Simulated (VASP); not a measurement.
# Rh in VASP: notebook, part 2 of 2

VASP 6.6.1. The steps go on from the part before.

**5. Single point, PBEsol (equal xy, yz and zx shear strains of +2 %)**

INCAR

```
SYSTEM = Rh
ALGO     = Normal         ! electronic algorithm
EDIFF    = 1E-6           ! SCF threshold, eV
ENCUT    = 520            ! plane-wave cutoff, eV
GGA      = PS             ! functional
ISIF     = 2              ! what is computed and relaxed
ISMEAR   = -1             ! smearing method
LASPH    = .TRUE.         ! aspherical terms in the spheres
LCHARG   = .TRUE.         ! write CHGCAR
LELF     = .TRUE.         ! ELF
LREAL    = .FALSE.        ! projectors in reciprocal space
LVHAR    = .TRUE.       
LWAVE    = .FALSE.        ! write WAVECAR
NBANDS   = 14             ! bands
NELM     = 80             ! most SCF steps
PREC     = Accurate       ! precision mode
SIGMA    = 0.08           ! smearing width, eV
```

KPOINTS

```
k-points
0
G
  16 16 16
  0 0 0
```

POSCAR

```
Rh
1.0
    0.0380310000      1.9205655000      1.9205655000
    1.9205655000      0.0380310000      1.9205655000
    1.9205655000      1.9205655000      0.0380310000
Rh
1
Direct
    0.0000000000      0.0000000000      0.0000000000
```

Potentials or basis: VASP PAW PBE potentials, release 64 (Rh_pv).

The run is started by

```sh
$ cat potpaw_PBE.64/Rh_pv/POTCAR > POTCAR
$ mpirun -np 1 vasp_std > vasp.out
```

OUTCAR:

```text
SYSTEM = Rh
   EDIFF = 1E-6
   ENCUT = 520
   GGA = PS
   ISIF = 2
   ISMEAR = -1
   LASPH = .TRUE.
   LREAL = .FALSE.
   NELM = 80
   PREC = Accurate

 ion  position               nearest neighbor table
   1  0.000  0.000  0.000-

  LATTYP: Found a trigonal (rhomboedric) cell.
 ALAT       =     2.7163560217
 COS(alpha) =     0.5197000882

  Lattice vectors:

 A1 = (   0.0380310000,   1.9205655000,   1.9205655000)
 A2 = (   1.9205655000,   0.0380310000,   1.9205655000)
 A3 = (   1.9205655000,   1.9205655000,   0.0380310000)

[... 577 lines left out ...]
      7       8.9835      2.00000
      8      10.5789      2.00000
      9      10.7941      1.99999
     10      28.2998      0.00000
     11      31.6550      0.00000
     12      32.1388      0.00000
     13      32.9672      0.00000
     14      33.9723      0.00000

 [... further k-points ...]
[... 5 lines left out ...]
  --------------------------------------------------------------------------------------
  -------------------------------------------------------------------------------------
  Total       -0.3916651     -0.3916651     -0.3916651     -0.3312500     -0.3312500     -0.3312500
  in kB      -45.6458818    -45.6458818    -45.6458818    -38.6049197    -38.6049197    -38.6049197
  external PRESSURE =     -45.6458818 kB  Pullay stress =       0.0000000 kB

 VOLUME and BASIS-vectors are now :
 -----------------------------------------------------------------------------
  energy-cutoff  :      520.00
  volume of cell :       13.75
      direct lattice vectors                 reciprocal lattice vectors
     0.038031000  1.920565500  1.920565500    -0.268203298  0.262995467  0.262995467
     1.920565500  0.038031000  1.920565500     0.262995467 -0.268203298  0.262995467
     1.920565500  1.920565500  0.038031000     0.262995467  0.262995467 -0.268203298

 POSITION                                       TOTAL-FORCE (eV/Angst)
 -----------------------------------------------------------------------------------
      0.00000      0.00000      0.00000         0.000000     -0.000000      0.000000
 -----------------------------------------------------------------------------------
    total drift:                               -0.000000     -0.000000     -0.000000

  FREE ENERGIE OF THE ION-ELECTRON SYSTEM (eV)
  ---------------------------------------------------
  free  energy   TOTEN  =        -8.1382285373 eV

  energy  without entropy=       -8.1087075028  energy(sigma->0) =       -8.12346802
```

OSZICAR:

```text
N       E                     dE             d eps       ncg     rms          rms(c)
DAV:   1     0.119395605065E+03    0.11940E+03   -0.86918E+03 11690   0.114E+03
DAV:   2    -0.718283926340E+01   -0.12658E+03   -0.12071E+03 12900   0.341E+02
DAV:   3    -0.876378076794E+01   -0.15809E+01   -0.15775E+01 14160   0.419E+01
DAV:   4    -0.876951026014E+01   -0.57295E-02   -0.57292E-02 13224   0.259E+00
DAV:   5    -0.876955991264E+01   -0.49652E-04   -0.49651E-04 13890   0.213E-01    0.111E+01
DAV:   6    -0.816352504305E+01    0.60603E+00   -0.10333E+00 12390   0.139E+01    0.343E+00
DAV:   7    -0.814303529869E+01    0.20490E-01   -0.20259E-02 13488   0.171E+00    0.160E+00
DAV:   8    -0.813844319211E+01    0.45921E-02   -0.44477E-03 12342   0.915E-01    0.226E-01
DAV:   9    -0.813822322606E+01    0.21997E-03   -0.18973E-04 12282   0.194E-01    0.253E-02
DAV:  10    -0.813822837032E+01   -0.51443E-05   -0.24254E-06 13398   0.178E-02    0.584E-03
DAV:  11    -0.813822853726E+01   -0.16694E-06   -0.45786E-07  6210   0.930E-03
   1 F= -.81382285E+01 E0= -.81234680E+01  d E =-.295210E-01
```

stdout:

```text
POSCAR found type information on POSCAR Rh
 POSCAR found :  1 types and       1 ions
 scaLAPACK will be used
 -----------------------------------------------------------------------------
|                                                                             |
|                                                                             |
|     You enforced a specific xc type in the INCAR file but a different       |
|     I HOPE YOU KNOW WHAT YOU ARE DOING!                                     |
|                                                                             |
 -----------------------------------------------------------------------------

 LDA part: xc-table for (Slater+PW92), standard interpolation
 POSCAR, INCAR and KPOINTS ok, starting setup
 FFT: planning ... GRIDC
 FFT: planning ... GRID_SOFT
 FFT: planning ... GRID
 WAVECAR not read
 entering main loop
```

Wall time 2.5 min (1 thread of AMD EPYC 7R13, shared host); peak memory 0.15 GiB.

Results:

```
Free energy : -8.1382 eV
Pressure    : -4.6 GPa
```

Caveat: the cell differs from its parent crystal (equal xy, yz and zx shear strains of +2 %); the PAW data sets were made with another functional, which shifts forces and pressure a little.

**6. Single point, PBEsol (equal xy, yz and zx shear strains of -2 %)**

INCAR

```
SYSTEM = Rh
PREC = Accurate ; ENCUT = 520
EDIFF = 1E-6 ; ISMEAR = -1
SIGMA = 0.08 ; LREAL = .FALSE.
LASPH = .TRUE. ; NELM = 100
ALGO = Normal ; ISIF = 2
LWAVE = .FALSE. ; LCHARG = .FALSE.
GGA = PS ; NBANDS = 14
```

KPOINTS

```
Automatic mesh
0
G
  16 16 16
  0 0 0
```

POSCAR

```
Rh
1.0
   -0.0380310000      1.8825345000      1.8825345000
    1.8825345000     -0.0380310000      1.8825345000
    1.8825345000      1.8825345000     -0.0380310000
Rh
1
Direct
    0.0000000000      0.0000000000      0.0000000000
```

Potentials or basis: VASP PAW PBE potentials, release 64 (Rh_pv).

The run is started by

```sh
$ cat potpaw_PBE.64/Rh_pv/POTCAR > POTCAR
$ mpirun -np 1 vasp_std > vasp.out
```

OUTCAR:

```text
SYSTEM = Rh
   PREC = Accurate
   ENCUT = 520
   EDIFF = 1E-6
   ISMEAR = -1
   LREAL = .FALSE.
   LASPH = .TRUE.
   NELM = 100
   ISIF = 2
   GGA = PS

 ion  position               nearest neighbor table
   1  0.000  0.000  0.000-

  LATTYP: Found a trigonal (rhomboedric) cell.
 ALAT       =     2.6625774438
 COS(alpha) =     0.4797000918

  Lattice vectors:

 A1 = (  -0.0380310000,   1.8825345000,   1.8825345000)
 A2 = (   1.8825345000,  -0.0380310000,   1.8825345000)
 A3 = (   1.8825345000,   1.8825345000,  -0.0380310000)

Analysis of symmetry for initial positions (statically):
=====================================================================
 Subroutine PRICEL returns:
 Original cell was already a primitive cell.

 Routine SETGRP: Setting up the symmetry group for a
 trigonal (rhombohedral) supercell.

 Subroutine GETGRP returns: Found 12 space group operations
 (whereof 12 operations were pure point group operations)
 out of a pool of 12 trial point group operations.

The static configuration has the point symmetry D_3d.

Analysis of symmetry for dynamics (positions and initial velocities):
=====================================================================
 Subroutine PRICEL returns:
 Original cell was already a primitive cell.

 Routine SETGRP: Setting up the symmetry group for a
 trigonal (rhombohedral) supercell.

 Subroutine GETGRP returns: Found 12 space group operations
 (whereof 12 operations were pure point group operations)
 out of a pool of 12 trial point group operations.

The dynamic configuration has the point symmetry D_3d.

 Subroutine INISYM returns: Found 12 space group operations
 (whereof 12 operations are pure point group operations),
 and found     1 'primitive' translations

----------------------------------------------------------------------------------------

                                     Primitive cell

  volume of cell :      13.7474

[... 107 lines left out ...]
  volume/ion in A,a.u.               =      13.75        92.77
  Fermi-wavevector in a.u.,A,eV,Ry     =   1.685380  3.184907 38.647437  2.840507
  Thomas-Fermi vector in A             =   2.768234
   LORBIT       =      0    0 simple, 1 ext, 2 COOP (PROOUT), +10 PAW based schemes
   GGA     = PS    functional components
   LHFCALC =     F    Hartree Fock is set to
   AEXX    =    0.0000 exact exchange contribution
   IVDW    =     0    specifies the selected vdW correction
   LEPSILON=     F    determine dielectric tensor
   LRPA    =     F    only Hartree local field effects (RPA)
 non-spin polarized calculation
  energy-cutoff  :      520.00
  volume of cell :       13.75
 maximum number of plane-waves:       380
   NGX =  9   NGY =  9   NGZ =  9

 number of electron      15.0000003 magnetization

 Free energy of the ion-electron system (eV)
  ---------------------------------------------------
  ext. energy  EPLUGINS =         0.00000000
  ---------------------------------------------------
  free energy    TOTEN  =        -8.13789233 eV

  energy without entropy =       -8.10810012  energy(sigma->0) =       -8.12299622

 E-fermi :  11.7501     XC(G=0): -14.2175

 val. band max:       11.7498208897   @ k =   0.3125   0.2500  -0.0000
 cond. band min:      11.7545923614   @ k =  -0.1875   0.1250   0.0000
 fundamental gap:      0.0047714718
 Fermi energy:        11.7500824008

 k-point     1 :       0.0000    0.0000    0.0000
  band No.  band energies     occupation
      1     -34.5769      2.00000
      2     -34.5769      2.00000
      3     -34.5677      2.00000
      4       3.7028      2.00000
      5       8.5241      2.00000
      6       8.5241      2.00000
      7       8.9127      2.00000
      8      10.7904      1.99999
      9      10.7904      1.99999
     10      27.6784      0.00000
     11      32.1307      0.00000
     12      32.8307      0.00000
     13      32.8307      0.00000
     14      33.8119      0.00000
[... 377 lines left out ...]
      1     -34.6415      2.00000
      2     -34.5959      2.00000
      3     -34.5762      2.00000
      4       4.1063      2.00000
      5       8.3472      2.00000
      6       8.6752      2.00000
      7       9.0582      2.00000
      8      10.6203      2.00000
      9      10.8322      1.99998
     10      28.2264      0.00000
     11      31.2550      0.00000
     12      32.1345      0.00000
     13      33.0557      0.00000
     14      34.4648      0.00000

 [... further k-points ...]
[... 5 lines left out ...]
  --------------------------------------------------------------------------------------
  -------------------------------------------------------------------------------------
  Total       -0.3917055     -0.3917055     -0.3917055      0.3403158      0.3403158      0.3403158
  in kB      -45.6507759    -45.6507759    -45.6507759     39.6616403     39.6616403     39.6616403
  external PRESSURE =     -45.6507759 kB  Pullay stress =       0.0000000 kB

 VOLUME and BASIS-vectors are now :
 -----------------------------------------------------------------------------
  energy-cutoff  :      520.00
  volume of cell :       13.75
      direct lattice vectors                 reciprocal lattice vectors
    -0.038031000  1.882534500  1.882534500    -0.257683458  0.262996519  0.262996519
     1.882534500 -0.038031000  1.882534500     0.262996519 -0.257683458  0.262996519
     1.882534500  1.882534500 -0.038031000     0.262996519  0.262996519 -0.257683458

 POSITION                                       TOTAL-FORCE (eV/Angst)
 -----------------------------------------------------------------------------------
      0.00000      0.00000      0.00000         0.000000      0.000000      0.000000
 -----------------------------------------------------------------------------------
    total drift:                               -0.000000     -0.000000     -0.000000

  FREE ENERGIE OF THE ION-ELECTRON SYSTEM (eV)
  ---------------------------------------------------
  free  energy   TOTEN  =        -8.1378923274 eV

  energy  without entropy=       -8.1081001208  energy(sigma->0) =       -8.12299622
```

OSZICAR:

```text
N       E                     dE             d eps       ncg     rms          rms(c)
DAV:   1     0.119516963943E+03    0.11952E+03   -0.87755E+03 11756   0.115E+03
DAV:   2    -0.720516001588E+01   -0.12672E+03   -0.12128E+03 12822   0.341E+02
DAV:   3    -0.876346881319E+01   -0.15583E+01   -0.15559E+01 14046   0.416E+01
DAV:   4    -0.876919128985E+01   -0.57225E-02   -0.57222E-02 13386   0.258E+00
DAV:   5    -0.876924070839E+01   -0.49419E-04   -0.49417E-04 13782   0.211E-01    0.111E+01
DAV:   6    -0.816310996061E+01    0.60613E+00   -0.10318E+00 12342   0.139E+01    0.342E+00
DAV:   7    -0.814267745861E+01    0.20433E-01   -0.20227E-02 13482   0.171E+00    0.160E+00
DAV:   8    -0.813809984042E+01    0.45776E-02   -0.43392E-03 12348   0.903E-01    0.224E-01
DAV:   9    -0.813788704885E+01    0.21279E-03   -0.17342E-04 12294   0.186E-01    0.258E-02
DAV:  10    -0.813789214483E+01   -0.50960E-05   -0.24134E-06 13246   0.177E-02    0.553E-03
DAV:  11    -0.813789232745E+01   -0.18262E-06   -0.38835E-07  6252   0.860E-03
   1 F= -.81378923E+01 E0= -.81229962E+01  d E =-.297922E-01
```

It took 2.3 min on 1 thread of AMD EPYC 7R13, shared host; peak memory 0.15 GiB.

Results:

```yaml
Free_energy: -8.1379 eV
Pressure: -4.6 GPa
```

Stress tensor (GPa, compression positive):
```
-4.57  3.97  3.97
 3.97 -4.57  3.97
 3.97  3.97 -4.57
```

Caveat: the cell differs from its parent crystal (equal xy, yz and zx shear strains of -2 %); the PAW data sets were made with another functional, which shifts forces and pressure a little.

**7. The runs side by side**

```csv
cell,gap on the mesh (eV),pressure (GPa)
"a = 2.730, b = 2.730, c = 2.770 Å, angles 59.5, 59.5, 61.0°, 1 atom",none,-18.4
"a = 2.649 Å, angles 62.0°, 1 atom",none,-4.1
"a = 2.676 Å, angles 60.7°, 1 atom",none,-4.9
"a = 2.716 Å, angles 58.7°, 1 atom",none,-4.6
"a = 2.663 Å, angles 61.3°, 1 atom",none,-4.6
```

Alike in all rows: task single point; level PBEsol; potentials or basis VASP PAW PBE potentials, release 64 (Rh_pv); no spin polarisation; k mesh 16 × 16 × 16; cutoff (eV) 520; smearing fermi-dirac 0.08 eV.

Caveats: the PAW data sets were made with another functional, which shifts forces and pressure a little.

Absolute energies hang on the potentials; compare differences alone.
